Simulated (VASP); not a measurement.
# Ir in VASP: single point with r2SCAN

Aim: the single point of Ir with r2SCAN.

All numbers are computed with VASP 6.6.1; they aren't measurements. Logs are shortened: lines on timing, memory, paths and dates and some standing lists are left out, and cuts for length are marked.

### 1 The cell of the first run

The cell holds a slab with vacuum, 4 atoms: a = 2.718 Å, b = 2.718 Å, c = 23.658 Å, α = 90.00°, β = 90.00°, γ = 120.00°.

### 2 Single point, r2SCAN

The input, POSCAR:

```
Ir
1.0
    2.7182807110      0.0000000000      0.0000000000
   -1.3591403555      2.3541001504      0.0000000000
    0.0000000000      0.0000000000     23.6584007197
Ir
4
Direct
    0.6666666667      0.3333333333      0.3592804138
    0.3333333333      0.6666666667      0.4530934713
    0.0000000000      0.0000000000      0.5452313709
    0.6666666667      0.3333333333      0.6372772066
```

The input, INCAR.step1:

```
SYSTEM = Ir
ALGO = Normal
DIPOL = 0.5 0.5 0.499
EDIFF = 1E-4
ENCUT = 520
GGA = PE
IDIPOL = 3
ISMEAR = 0
LASPH = .TRUE.
LCHARG = .FALSE.
LDIPOL = .TRUE.
LREAL = .FALSE.
LWAVE = .TRUE.
NBANDS = 26
NELM = 80
PREC = Accurate
SIGMA = 0.1
```

The input, INCAR.step2:

```
SYSTEM = Ir
ALGO = Normal
DIPOL = 0.5 0.5 0.499
EDIFF = 1E-6
ENCUT = 520
IDIPOL = 3
ISIF = 2
ISMEAR = 0
ISTART = 1
LASPH = .TRUE.
LCHARG = .FALSE.
LDIPOL = .TRUE.
LMIXTAU = .TRUE.
LREAL = .FALSE.
LWAVE = .FALSE.
METAGGA = R2SCAN
NBANDS = 26
NELM = 80
PREC = Accurate
SIGMA = 0.1
```

The input, KPOINTS:

```
k-points
0
G
  12 12 1
  0 0 0
```

Potentials or basis: VASP PAW PBE potentials, release 64 (Ir).

Run with:

```console
$ cat potpaw_PBE.64/Ir/POTCAR > POTCAR
$ cp INCAR.step1 INCAR
$ mpirun -np 1 vasp_std > vasp.out
$ cp INCAR.step2 INCAR
$ mpirun -np 1 vasp_std > vasp.out
```

OUTCAR:

```text
SYSTEM = Ir
   EDIFF = 1E-6
   ENCUT = 520
   ISIF = 2
   ISMEAR = 0
   ISTART = 1
   LASPH = .TRUE.
   LREAL = .FALSE.
   METAGGA = R2SCAN
   NELM = 80
   PREC = Accurate

 ion  position               nearest neighbor table
   1  0.667  0.333  0.359-   2 2.72   2 2.72   2 2.72
   2  0.333  0.667  0.453-   3 2.69   3 2.69   3 2.69   1 2.72   1 2.72   1 2.72
   3  0.000  0.000  0.545-   4 2.68   4 2.68   4 2.68   2 2.69   2 2.69   2 2.69
   4  0.667  0.333  0.637-   3 2.68   3 2.68   3 2.68

  LATTYP: Found a hexagonal cell.
 ALAT       =     2.7182807110
 C/A-ratio  =     8.7034428137

  Lattice vectors:

 A1 = (   2.7182807110,   0.0000000000,   0.0000000000)
 A2 = (  -1.3591403555,   2.3541001504,   0.0000000000)
 A3 = (   0.0000000000,   0.0000000000,  23.6584007197)

Analysis of symmetry for initial positions (statically):
=====================================================================
 Subroutine PRICEL returns:
 Original cell was already a primitive cell.

 Routine SETGRP: Setting up the symmetry group for a
 hexagonal supercell.

 Subroutine GETGRP returns: Found  6 space group operations
 (whereof  6 operations were pure point group operations)
 out of a pool of 24 trial point group operations.

The static configuration has the point symmetry C_3v.

Analysis of symmetry for dynamics (positions and initial velocities):
=====================================================================
 Subroutine PRICEL returns:
 Original cell was already a primitive cell.

 Routine SETGRP: Setting up the symmetry group for a
 hexagonal supercell.

 Subroutine GETGRP returns: Found  6 space group operations
 (whereof  6 operations were pure point group operations)
 out of a pool of 24 trial point group operations.

The dynamic configuration has the point symmetry C_3v.

 Subroutine INISYM returns: Found  6 space group operations
 (whereof  6 operations are pure point group operations),
 and found     1 'primitive' translations

----------------------------------------------------------------------------------------

                                     Primitive cell

  volume of cell :     151.3926

  direct lattice vectors                    reciprocal lattice vectors
     2.718280711  0.000000000  0.000000000     0.367879592  0.212395382  0.000000000
    -1.359140355  2.354100150  0.000000000     0.000000000  0.424790763  0.000000000
     0.000000000  0.000000000 23.658400720     0.000000000  0.000000000  0.042268284

  length of vectors
     2.718280711  2.718280711 23.658400720     0.424790763  0.424790763  0.042268284

  position of ions in fractional coordinates (direct lattice)
     0.666666667  0.333333333  0.359280414
     0.333333333  0.666666667  0.453093471
     0.000000000  0.000000000  0.545231371
     0.666666667  0.333333333  0.637277207

  ion indices of the primitive-cell ions
   primitive index   ion index
                 1           1
                 2           2
                 3           3
                 4           4

----------------------------------------------------------------------------------------

 KPOINTS: k-points

Automatic generation of k-mesh.
 Grid dimensions read from file:
 generate k-points for:   12   12    1

 Generating k-lattice:

  Cartesian coordinates                     Fractional coordinates (reciprocal lattice)
     0.030656633  0.017699615  0.000000000     0.083333333 -0.000000000  0.000000000
     0.000000000  0.035399230  0.000000000     0.000000000  0.083333333  0.000000000
     0.000000000  0.000000000  0.042268284     0.000000000  0.000000000  1.000000000

  Length of vectors
     0.035399230  0.035399230  0.042268284

  Shift w.r.t. Gamma in fractional coordinates (k-lattice)
     0.000000000  0.000000000  0.000000000

 Subroutine IBZKPT returns following result:
 ===========================================

 Found     19 irreducible k-points:

 Following reciprocal coordinates:
            Coordinates               Weight
  0.000000  0.000000  0.000000      1.000000
  0.083333  0.000000  0.000000      6.000000
  0.166667  0.000000  0.000000      6.000000
  0.250000 -0.000000  0.000000      6.000000
  0.333333 -0.000000  0.000000      6.000000
  0.416667  0.000000  0.000000      6.000000
[... 11 lines left out ...]
  0.333333  0.250000  0.000000     12.000000
  0.333333  0.333333  0.000000      2.000000
   k-points           NKPTS =     19   k-points in BZ     NKDIM =     19   number of bands    NBANDS=     26
   number of dos      NEDOS =    301   number of ions     NIONS =      4
   total plane-waves  NPLWV =  72000
   dimension x,y,z NGX =    20 NGY =   20 NGZ =  180
   dimension x,y,z NGXF=    40 NGYF=   40 NGZF=  360
   ions per type =               4
   NGX,Y,Z   is equivalent  to a cutoff of  12.23, 12.23, 12.65 a.u.
   NGXF,Y,Z  is equivalent  to a cutoff of  24.46, 24.46, 25.30 a.u.
 SYSTEM =  Ir
   PREC   = accura    normal or accurate (medium, high low for compatibility)
   ISTART =      1    job   : 0-new  1-cont  2-samecut
   ICHARG =      0    charge: 1-file 2-atom 10-const
   ISPIN  =      1    spin polarized calculation?
   LNONCOLLINEAR =      F non collinear calculations
   LSORBIT =      F    spin-orbit coupling
   LASPH  =      T    aspherical Exc in radial PAW
   ENCUT  =  520.0 eV  38.22 Ry    6.18 a.u.   5.05  5.05 43.99*2*pi/ulx,y,z
   NELM   =     80;   NELMIN=  2; NELMDL=  0     # of ELM steps
   EDIFF  = 0.1E-05   stopping-criterion for ELM
   LREAL  =      F    real-space projection
   EDIFFG = 0.1E-04   stopping-criterion for IOM
   NSW    =      0    number of steps for IOM
   IBRION =     -1    ionic relax: 0-MD 1-quasi-New 2-CG
   NFREE  =      0    steps in history (QN), initial steepest desc. (CG)
   ISIF   =      2    stress and relaxation
   ISYM   =      2    0-nonsym 1-usesym 2-fastsym
   POTIM  = 0.5000    time-step for ionic-motion
   TEBEG  =    0.0;   TEEND  =   0.0 temperature during run
   PSTRESS=    0.0 pullay stress
   NELECT =      36.0000    total number of electrons
   NUPDOWN=      -1.0000    fix difference up-down
   EMIN   =  10.00;   EMAX   =-10.00  energy-range for DOS
   EFERMI =   0.00;   METHOD = LEGACY
   ISMEAR =     0;   SIGMA  =   0.10  broadening in eV -4-tet -1-fermi 0-gaus
   EFERMI_NEDOS =   21; number of points for ismear=-14 and -15
   IALGO  =     38    algorithm
   IMIX   =      4    mixing-type and parameters
     AMIX     =   0.40;   BMIX     =  1.00
     AMIX_MAG =   1.60;   BMIX_MAG =  1.00
  volume/ion in A,a.u.               =      37.85       255.41
  Fermi-wavevector in a.u.,A,eV,Ry     =   1.014240  1.916636 13.996082  1.028683
  Thomas-Fermi vector in A             =   2.147456
   LORBIT       =      0    0 simple, 1 ext, 2 COOP (PROOUT), +10 PAW based schemes
   METAGGA = R2SCAN    functional components
   LHFCALC =     F    Hartree Fock is set to
   AEXX    =    0.0000 exact exchange contribution
   IVDW    =     0    specifies the selected vdW correction
   LEPSILON=     F    determine dielectric tensor
   LRPA    =     F    only Hartree local field effects (RPA)
 non-spin polarized calculation
 Gauss-broadening in eV      SIGMA  =   0.10
  energy-cutoff  :      520.00
  volume of cell :      151.39
 maximum number of plane-waves:      4107
   NGX = 11   NGY = 11   NGZ = 87

 dipolmoment           0.000000      0.000000      0.002142 electrons x Angstroem

 number of electron      36.0000001 magnetization

 dipolmoment           0.000000      0.000000     -0.000942 electrons x Angstroem

 Free energy of the ion-electron system (eV)
  ---------------------------------------------------
  ext. energy  EPLUGINS =         0.00000000
  ---------------------------------------------------
  free energy    TOTEN  =      -207.52541528 eV

  energy without entropy =     -207.50331932  energy(sigma->0) =     -207.51436730

 E-fermi :   0.3402     XC(G=0):  -6.4788

 val. band max:        0.2904956397   @ k =   0.3333  -0.0000   0.0000
 cond. band min:       0.3735681439   @ k =   0.2500  -0.0000   0.0000
 fundamental gap:      0.0830725042
 Fermi energy:         0.3402107113

 k-point     1 :       0.0000    0.0000    0.0000
  band No.  band energies     occupation
      1     -10.6401      2.00000
      2      -9.0481      2.00000
      3      -7.8685      2.00000
      4      -7.7618      2.00000
      5      -3.7759      2.00000
      6      -3.7284      2.00000
[... 18 lines left out ...]
     25       1.1300      0.00000
     26       5.7460      0.00000

 k-point     2 :       0.0833    0.0000    0.0000
  band No.  band energies     occupation
      1     -10.3615      2.00000
      2      -8.7745      2.00000
      3      -7.6003      2.00000
      4      -7.4780      2.00000
      5      -4.1400      2.00000
      6      -3.9656      2.00000
[... 18 lines left out ...]
     25       2.4839      0.00000
     26       5.9485      0.00000

 k-point     3 :       0.1667    0.0000    0.0000
  band No.  band energies     occupation
      1      -9.5923      2.00000
      2      -8.0601      2.00000
      3      -6.9366      2.00000
      4      -6.7346      2.00000
      5      -4.7895      2.00000
      6      -4.4469      2.00000
[... 18 lines left out ...]
     25       4.1347      0.00000
     26       6.5540      0.00000

 k-point     4 :       0.2500   -0.0000    0.0000
  band No.  band energies     occupation
      1      -8.5804      2.00000
      2      -7.3441      2.00000
      3      -6.5063      2.00000
      4      -6.0025      2.00000
      5      -5.5432      2.00000
      6      -4.7501      2.00000
[... 18 lines left out ...]
     25       5.6656      0.00000
     26       7.3884      0.00000
[... 351 lines left out ...]
      1      -6.5984      2.00000
      2      -6.4375      2.00000
      3      -6.0379      2.00000
      4      -5.3891      2.00000
      5      -5.3362      2.00000
      6      -4.8138      2.00000
[... 18 lines left out ...]
     25       8.8877      0.00000
     26       9.0216      0.00000

 k-point    18 :       0.3333    0.2500    0.0000
  band No.  band energies     occupation
      1      -6.5092      2.00000
      2      -6.3241      2.00000
      3      -5.8206      2.00000
      4      -5.4994      2.00000
      5      -5.2870      2.00000
      6      -4.8943      2.00000
[... 18 lines left out ...]
     25       7.7096      0.00000
     26       8.3281      0.00000

 k-point    19 :       0.3333    0.3333    0.0000
  band No.  band energies     occupation
      1      -6.0479      2.00000
      2      -6.0471      2.00000
      3      -6.0394      2.00000
      4      -5.3024      2.00000
      5      -5.1872      2.00000
      6      -4.9534      2.00000
[... 18 lines left out ...]
     25       8.2851      0.00000
     26       8.3082      0.00000

------------------------ aborting loop because EDIFF is reached ----------------------------------------

 vacuum level on the upper side and lower side of the slab       (xc-potential included)        -0.056        -0.031

  FORCE on cell =-STRESS in cart. coord.  units (eV):
  Direction    XX          YY          ZZ          XY          YZ          ZX
  --------------------------------------------------------------------------------------
  -------------------------------------------------------------------------------------
  Total       -3.4119905     -3.4119905     -0.2048562     -0.0000000      0.0000000      0.0000000
  in kB      -36.1088600    -36.1088600     -2.1679788     -0.0000000      0.0000000      0.0000000
  external PRESSURE =     -24.7952329 kB  Pullay stress =       0.0000000 kB

 VOLUME and BASIS-vectors are now :
 -----------------------------------------------------------------------------
  energy-cutoff  :      520.00
  volume of cell :      151.39
      direct lattice vectors                 reciprocal lattice vectors
     2.718280711  0.000000000  0.000000000     0.367879592  0.212395382  0.000000000
    -1.359140355  2.354100150  0.000000000     0.000000000  0.424790763  0.000000000
     0.000000000  0.000000000 23.658400720     0.000000000  0.000000000  0.042268284

 POSITION                                       TOTAL-FORCE (eV/Angst)
 -----------------------------------------------------------------------------------
      1.35914      0.78470      8.50000         0.000000      0.000000      0.323688
     -0.00000      1.56940     10.71947        -0.000000      0.000000     -0.450783
      0.00000      0.00000     12.89930         0.000000      0.000000      0.006424
      1.35914      0.78470     15.07696        -0.000000      0.000000      0.120672
 -----------------------------------------------------------------------------------
    total drift:                               -0.000001      0.000000     -0.000164

  FREE ENERGIE OF THE ION-ELECTRON SYSTEM (eV)
  ---------------------------------------------------
  free  energy   TOTEN  =      -207.5254152779 eV

  energy  without entropy=     -207.5033193218  energy(sigma->0) =     -207.51436730

 vacuum level on the upper side and lower side of the slab         5.770         5.798
```

It took 5.2 min on 1 thread of Intel Xeon 6975P-C (Granite Rapids), shared host; peak memory 0.3 GiB.

What came out:

| Quantity | Value |
| --- | --- |
| Free energy | -207.5254 eV |
| Largest force | 0.451 eV/Å |
| Band gap on the k mesh | zero (band 18 reaches 1.52 eV, above the bottom of band 19 at -0.98 eV) |

Forces on the atoms (eV/Å):
```
Ir   0.000  0.000  0.324
Ir   0.000  0.000 -0.451
Ir   0.000  0.000  0.006
Ir   0.000  0.000  0.121
```

Levels at points of the mesh, in eV from the Fermi level:
| k point | band 13 | band 14 | band 15 | band 16 | band 17 | band 18 | band 19 | band 20 | band 21 | band 22 |
| --- | --- | --- | --- | --- | --- | --- | --- | --- | --- | --- |
| (0.00, 0.00, 0.00) | -3.12 | -3.03 | -3.03 | -1.33 | -1.33 | -0.94 | -0.94 | -0.70 | 0.05 | 0.05 |
| (0.50, 0.00, 0.00) | -0.58 | -0.46 | 0.10 | 0.59 | 0.87 | 1.18 | 1.22 | 1.63 | 1.69 | 2.78 |

Caveat: the PAW data sets were made with another functional, which shifts forces and pressure a little; spin-orbit coupling is left out, which moves the levels of the heavy elements.
